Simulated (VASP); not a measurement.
# Li3Dy in VASP: a series of runs

The runs below take Li3Dy through single point, with PBE.

Everything below comes from runs of VASP 6.6.1. Logs are shortened: lines on timing, memory, paths and dates and some standing lists are left out, and cuts for length are marked.

### 1 The cell of the first run

It takes space group P4/mmm (No. 123, tetragonal). Conventional cell: a = 4.123 Å, b = 4.123 Å, c = 6.001 Å, α = 90.00°, β = 90.00°, γ = 90.00°. Li (site symmetry 4/mmm) has 6 Li at 2.92 to 3.00 Å within 3.8 Å. Li (site symmetry 4/mmm) has 4 Li at 2.92 Å and 2 Dy at 3.00 Å within 3.8 Å. Li (site symmetry 4/mmm) has 4 Dy at 2.92 Å and 2 Li at 3.00 Å within 3.8 Å. Dy (site symmetry 4/mmm) has 6 Li at 2.92 to 3.00 Å within 3.8 Å.

The cell was built from a structure type or drawn by symmetry, and may not be a known phase.

### 2 Single point, PBE

Contents of INCAR:

```
SYSTEM = Li3Dy
  PREC = Accurate
  ENCUT = 750
  EDIFF = 1E-6
  ISMEAR = 0
  SIGMA = 0.1
  LREAL = .False.
  LASPH = .True.
  NELM = 200
  ALGO = Normal
  ISIF = 2
  LWAVE = .False.
  LCHARG = .False.
  GGA = PE
  NBANDS = 17
  GGA_COMPAT = .False.
  LMAXMIX = 6
```

Contents of KPOINTS:

```
Automatic mesh
0
Gamma
  12 12 8
  0 0 0
```

Contents of POSCAR:

```
Li3Dy
1.0
    4.1233424185      0.0000000000      0.0000000000
    0.0000000000      4.1233424185      0.0000000000
    0.0000000000      0.0000000000      6.0011561708
Li Dy
3 1
Direct
    0.0000000000      0.0000000000      0.0000000000
    0.5000000000      0.5000000000      0.0000000000
    0.0000000000      0.0000000000      0.5000000000
    0.5000000000      0.5000000000      0.5000000000
```

Potentials or basis: VASP PAW PBE potentials, release 64 (Li_sv, Dy_3), 4f in core.

On the command line:

```console
$ cat potpaw_PBE.64/Li_sv/POTCAR potpaw_PBE.64/Dy_3/POTCAR > POTCAR
$ mpirun -np 1 vasp_std > vasp.out
```

OUTCAR:

```text
SYSTEM = Li3Dy
   PREC = Accurate
   ENCUT = 750
   EDIFF = 1E-6
   ISMEAR = 0
   LREAL = .False.
   LASPH = .True.
   NELM = 200
   ISIF = 2
   GGA = PE

 ion  position               nearest neighbor table
   1  0.000  0.000  0.000-
   2  0.500  0.500  0.000-   4 3.00   4 3.00
   3  0.000  0.000  0.500-   4 2.92   4 2.92   4 2.92   4 2.92
   4  0.500  0.500  0.500-   3 2.92   3 2.92   3 2.92   3 2.92   2 3.00   2 3.00

  LATTYP: Found a simple tetragonal cell.
 ALAT       =     4.1233424185
 C/A-ratio  =     1.4554105776

  Lattice vectors:

 A1 = (   4.1233424185,   0.0000000000,   0.0000000000)
 A2 = (   0.0000000000,   4.1233424185,   0.0000000000)
 A3 = (   0.0000000000,   0.0000000000,   6.0011561708)

Analysis of symmetry for initial positions (statically):
=====================================================================
 Subroutine PRICEL returns:
 Original cell was already a primitive cell.

 Routine SETGRP: Setting up the symmetry group for a
 simple tetragonal supercell.

 Subroutine GETGRP returns: Found 16 space group operations
 (whereof 16 operations were pure point group operations)
 out of a pool of 16 trial point group operations.

The static configuration has the point symmetry D_4h.

Analysis of symmetry for dynamics (positions and initial velocities):
=====================================================================
 Subroutine PRICEL returns:
 Original cell was already a primitive cell.

 Routine SETGRP: Setting up the symmetry group for a
 simple tetragonal supercell.

 Subroutine GETGRP returns: Found 16 space group operations
 (whereof 16 operations were pure point group operations)
 out of a pool of 16 trial point group operations.

The dynamic configuration has the point symmetry D_4h.

 Subroutine INISYM returns: Found 16 space group operations
 (whereof 16 operations are pure point group operations),
 and found     1 'primitive' translations

----------------------------------------------------------------------------------------

                                     Primitive cell

  volume of cell :     102.0314

  direct lattice vectors                    reciprocal lattice vectors
     4.123342419  0.000000000  0.000000000     0.242521697  0.000000000  0.000000000
     0.000000000  4.123342419  0.000000000     0.000000000  0.242521697  0.000000000
     0.000000000  0.000000000  6.001156171     0.000000000  0.000000000  0.166634557

  length of vectors
     4.123342419  4.123342419  6.001156171     0.242521697  0.242521697  0.166634557

  position of ions in fractional coordinates (direct lattice)
     0.000000000  0.000000000  0.000000000
     0.500000000  0.500000000  0.000000000
     0.000000000  0.000000000  0.500000000
     0.500000000  0.500000000  0.500000000

  ion indices of the primitive-cell ions
   primitive index   ion index
                 1           1
                 2           2
                 3           3
                 4           4

----------------------------------------------------------------------------------------

 KPOINTS: Automatic mesh

Automatic generation of k-mesh.
 Grid dimensions read from file:
 generate k-points for:   12   12    8

 Generating k-lattice:

  Cartesian coordinates                     Fractional coordinates (reciprocal lattice)
     0.020210141  0.000000000  0.000000000     0.083333333  0.000000000  0.000000000
     0.000000000  0.020210141  0.000000000     0.000000000  0.083333333  0.000000000
     0.000000000  0.000000000  0.020829320     0.000000000  0.000000000  0.125000000

  Length of vectors
     0.020210141  0.020210141  0.020829320

  Shift w.r.t. Gamma in fractional coordinates (k-lattice)
     0.000000000  0.000000000  0.000000000

 Subroutine IBZKPT returns following result:
 ===========================================

 Found    140 irreducible k-points:

 Following reciprocal coordinates:
            Coordinates               Weight
  0.000000  0.000000  0.000000      1.000000
  0.083333  0.000000  0.000000      4.000000
  0.166667  0.000000  0.000000      4.000000
  0.250000  0.000000  0.000000      4.000000
  0.333333  0.000000  0.000000      4.000000
  0.416667  0.000000  0.000000      4.000000
[... 16 lines left out ...]
  0.333333  0.333333  0.000000      4.000000
  0.416667  0.333333  0.000000      8.000000
 [... further k-points ...]
   k-points           NKPTS =    140   k-points in BZ     NKDIM =    140   number of bands    NBANDS=     17
   number of dos      NEDOS =    301   number of ions     NIONS =      4
   total plane-waves  NPLWV =  86400
   dimension x,y,z NGX =    40 NGY =   40 NGZ =   54
   dimension x,y,z NGXF=    80 NGYF=   80 NGZF=  108
   ions per type =               3   1
   NGX,Y,Z   is equivalent  to a cutoff of  16.13, 16.13, 14.96 a.u.
   NGXF,Y,Z  is equivalent  to a cutoff of  32.25, 32.25, 29.92 a.u.
 SYSTEM =  Li3Dy
   PREC   = accura    normal or accurate (medium, high low for compatibility)
   ISTART =      0    job   : 0-new  1-cont  2-samecut
   ICHARG =      2    charge: 1-file 2-atom 10-const
   ISPIN  =      1    spin polarized calculation?
   LNONCOLLINEAR =      F non collinear calculations
   LSORBIT =      F    spin-orbit coupling
   LASPH  =      T    aspherical Exc in radial PAW
   ENCUT  =  750.0 eV  55.12 Ry    7.42 a.u.   9.21  9.21 13.40*2*pi/ulx,y,z
   NELM   =    200;   NELMIN=  2; NELMDL= -5     # of ELM steps
   EDIFF  = 0.1E-05   stopping-criterion for ELM
   LREAL  =      F    real-space projection
   EDIFFG = 0.1E-04   stopping-criterion for IOM
   NSW    =      0    number of steps for IOM
   IBRION =     -1    ionic relax: 0-MD 1-quasi-New 2-CG
   NFREE  =      0    steps in history (QN), initial steepest desc. (CG)
   ISIF   =      2    stress and relaxation
   ISYM   =      2    0-nonsym 1-usesym 2-fastsym
   POTIM  = 0.5000    time-step for ionic-motion
   TEBEG  =    0.0;   TEEND  =   0.0 temperature during run
   PSTRESS=    0.0 pullay stress
   NELECT =      18.0000    total number of electrons
   NUPDOWN=      -1.0000    fix difference up-down
   EMIN   =  10.00;   EMAX   =-10.00  energy-range for DOS
   EFERMI =   0.00;   METHOD = LEGACY
   ISMEAR =     0;   SIGMA  =   0.10  broadening in eV -4-tet -1-fermi 0-gaus
   EFERMI_NEDOS =   21; number of points for ismear=-14 and -15
   IALGO  =     38    algorithm
   IMIX   =      4    mixing-type and parameters
     AMIX     =   0.40;   BMIX     =  1.00
     AMIX_MAG =   1.60;   BMIX_MAG =  1.00
  volume/ion in A,a.u.               =      25.51       172.14
  Fermi-wavevector in a.u.,A,eV,Ry     =   0.918166  1.735082 11.470097  0.843028
  Thomas-Fermi vector in A             =   2.043217
   LORBIT       =      0    0 simple, 1 ext, 2 COOP (PROOUT), +10 PAW based schemes
   GGA     = PE    functional components
   LHFCALC =     F    Hartree Fock is set to
   AEXX    =    0.0000 exact exchange contribution
   IVDW    =     0    specifies the selected vdW correction
   LEPSILON=     F    determine dielectric tensor
   LRPA    =     F    only Hartree local field effects (RPA)
 non-spin polarized calculation
 Gauss-broadening in eV      SIGMA  =   0.10
  energy-cutoff  :      750.00
  volume of cell :      102.03
 maximum number of plane-waves:      4790
 NGX is ok and might be reduce to    40
   NGX = 19   NGY = 19   NGZ = 27

 number of electron      17.9999983 magnetization

 Free energy of the ion-electron system (eV)
  ---------------------------------------------------
  ext. energy  EPLUGINS =         0.00000000
  ---------------------------------------------------
  free energy    TOTEN  =        -8.41285685 eV

  energy without entropy =       -8.38309807  energy(sigma->0) =       -8.39797746

 E-fermi :   1.0502     XC(G=0):  -7.7330

 val. band max:        1.0447388285   @ k =   0.3333   0.0000   0.1250
 cond. band min:       1.0510344915   @ k =   0.4167   0.0833   0.0000
 fundamental gap:      0.0062956631
 Fermi energy:         1.0501577457

 k-point     1 :       0.0000    0.0000    0.0000
  band No.  band energies     occupation
      1     -45.9445      2.00000
      2     -45.3478      2.00000
      3     -45.1487      2.00000
      4     -23.2516      2.00000
      5     -23.1007      2.00000
      6     -23.1007      2.00000
[... 9 lines left out ...]
     16       4.6466      0.00000
     17       7.1435      0.00000

 k-point     2 :       0.0833    0.0000    0.0000
  band No.  band energies     occupation
      1     -45.9445      2.00000
      2     -45.3479      2.00000
      3     -45.1487      2.00000
      4     -23.2512      2.00000
      5     -23.1056      2.00000
      6     -23.1002      2.00000
[... 9 lines left out ...]
     16       4.8189      0.00000
     17       6.8840      0.00000

 k-point     3 :       0.1667    0.0000    0.0000
  band No.  band energies     occupation
      1     -45.9444      2.00000
      2     -45.3479      2.00000
      3     -45.1487      2.00000
      4     -23.2500      2.00000
      5     -23.1188      2.00000
      6     -23.0989      2.00000
[... 9 lines left out ...]
     16       4.9873      0.00000
     17       6.4779      0.00000

 k-point     4 :       0.2500    0.0000    0.0000
  band No.  band energies     occupation
      1     -45.9444      2.00000
      2     -45.3479      2.00000
      3     -45.1488      2.00000
      4     -23.2483      2.00000
      5     -23.1368      2.00000
      6     -23.0970      2.00000
[... 9 lines left out ...]
     16       5.4022      0.00000
     17       6.0759      0.00000
[... 343 lines left out ...]
      1     -45.9442      2.00000
      2     -45.3479      2.00000
      3     -45.1486      2.00000
      4     -23.2417      2.00000
      5     -23.1708      2.00000
      6     -23.1314      2.00000
[... 9 lines left out ...]
     16       4.7914      0.00000
     17       5.0568      0.00000

 k-point    23 :       0.3333    0.3333    0.0000
  band No.  band energies     occupation
      1     -45.9442      2.00000
      2     -45.3478      2.00000
      3     -45.1486      2.00000
      4     -23.2417      2.00000
      5     -23.1520      2.00000
      6     -23.1507      2.00000
[... 9 lines left out ...]
     16       5.0260      0.00000
     17       5.7871      0.00000

 k-point    24 :       0.4167    0.3333    0.0000
  band No.  band energies     occupation
      1     -45.9442      2.00000
      2     -45.3478      2.00000
      3     -45.1485      2.00000
      4     -23.2405      2.00000
      5     -23.1650      2.00000
      6     -23.1505      2.00000
[... 9 lines left out ...]
     16       4.6268      0.00000
     17       5.3910      0.00000

 [... further k-points ...]
[... 5 lines left out ...]
  --------------------------------------------------------------------------------------
  -------------------------------------------------------------------------------------
  Total       -0.0337350     -0.0337350     -0.0434735      0.0000000      0.0000000      0.0000000
  in kB       -0.5297330     -0.5297330     -0.6826547      0.0000000      0.0000000      0.0000000
  external PRESSURE =      -0.5807069 kB  Pullay stress =       0.0000000 kB

 VOLUME and BASIS-vectors are now :
 -----------------------------------------------------------------------------
  energy-cutoff  :      750.00
  volume of cell :      102.03
      direct lattice vectors                 reciprocal lattice vectors
     4.123342419  0.000000000  0.000000000     0.242521697  0.000000000  0.000000000
     0.000000000  4.123342419  0.000000000     0.000000000  0.242521697  0.000000000
     0.000000000  0.000000000  6.001156171     0.000000000  0.000000000  0.166634557

 POSITION                                       TOTAL-FORCE (eV/Angst)
 -----------------------------------------------------------------------------------
      0.00000      0.00000      0.00000         0.000000      0.000000      0.000000
      2.06167      2.06167      0.00000         0.000000      0.000000      0.000000
      0.00000      0.00000      3.00058         0.000000      0.000000      0.000000
      2.06167      2.06167      3.00058         0.000000      0.000000      0.000000
 -----------------------------------------------------------------------------------
    total drift:                               -0.000000      0.000000     -0.000000

  FREE ENERGIE OF THE ION-ELECTRON SYSTEM (eV)
  ---------------------------------------------------
  free  energy   TOTEN  =        -8.4128568477 eV

  energy  without entropy=       -8.3830980697  energy(sigma->0) =       -8.39797746
```

It took 3.1 min on 1 thread of Intel Xeon Platinum 8488C (Sapphire Rapids), shared host; peak memory 0.56 GiB.

Results:

- Free energy: -8.4129 eV
- Pressure: -0.1 GPa
- Band gap on the k mesh: zero (bands 9 and 10 overlap by 0.83 eV)

Caveat: spin-orbit coupling is left out, which moves the levels of the heavy elements; the 4f electrons are frozen in the core, so they carry no moment and show no levels. Spin polarisation is off, so any magnetic state and its effect on volume and gap are missing.

### 3 Single point, PBE

This run uses another cell than the first one, of 22.61 Å³/atom.

Contents of INCAR:

```
  PREC = Accurate
  ENCUT = 750
  EDIFF = 1E-6
  ISMEAR = 0
  SIGMA = 0.1
  LREAL = F
  LASPH = T
  NELM = 200
  ALGO = Normal
  ISIF = 2
  LWAVE = F
  LCHARG = F
  GGA = PE
  NBANDS = 17
  GGA_COMPAT = F
  LMAXMIX = 6
```

Contents of KPOINTS:

```
Automatic mesh
0
Gamma
  14 14 6
```

Contents of POSCAR:

```
Li3Dy
1.0
    3.4350810369      0.0000000000      0.0000000000
    0.0000000000      3.4482209626      0.0000000000
    0.0000000000      0.0000000000      7.6369021413
Li Dy
3 1
Direct
    0.0000000000      0.0000000000      0.2091766218
    0.5000000000      0.5000000000      0.0000000000
    0.0000000000      0.0000000000      0.7908233782
    0.5000000000      0.5000000000      0.5000000000
```

Potentials or basis: VASP PAW PBE potentials, release 64 (Li_sv, Dy_3), 4f in core.

On the command line:

```console
$ cat potpaw_PBE.64/Li_sv/POTCAR potpaw_PBE.64/Dy_3/POTCAR > POTCAR
$ mpirun -np 1 vasp_std > vasp.out
```

Wall time 4.3 min (1 thread of Intel Xeon Platinum 8488C (Sapphire Rapids), shared host); peak memory 0.74 GiB.

It converged, with:

* Free energy: -9.8400 eV
* Pressure: 0.0 GPa
* Largest force: 0.014 eV/Å
* Band gap on the k mesh: zero (bands 9 and 10 overlap by 0.81 eV)

Forces on the atoms (eV/Å):
```
Li   0.000  0.000 -0.014
Li   0.000  0.000  0.000
Li   0.000  0.000  0.014
Dy   0.000  0.000  0.000
```

Levels at points of the mesh, in eV from the Fermi level:
```csv
k point,band 6,band 7,band 8,band 9,band 10,band 11,band 12,band 13
"(0.00, 0.00, 0.00)",-23.47,-4.28,-2.29,-1.26,-0.13,1.40,3.35,3.39
"(0.50, 0.00, 0.00)",-23.44,-1.95,-0.83,-0.72,0.20,0.40,0.62,2.68
"(0.00, 0.50, 0.00)",-23.43,-1.97,-0.85,-0.72,0.17,0.39,0.60,2.74
"(0.50, 0.50, 0.00)",-23.59,-1.44,0.10,0.12,0.63,0.63,1.56,3.35
"(0.00, 0.00, 0.50)",-23.47,-4.10,-2.96,-0.52,-0.13,1.14,3.26,3.31
"(0.50, 0.00, 0.50)",-23.44,-1.70,-1.24,-0.60,0.11,0.30,0.61,2.68
"(0.00, 0.50, 0.50)",-23.43,-1.73,-1.25,-0.61,0.08,0.29,0.58,2.74
"(0.50, 0.50, 0.50)",-23.59,-1.44,-0.35,-0.34,1.56,2.19,2.20,2.45
```

Caveat: spin-orbit coupling is left out, which moves the levels of the heavy elements; the 4f electrons are frozen in the core, so they carry no moment and show no levels. Spin polarisation is off, so any magnetic state and its effect on volume and gap are missing.
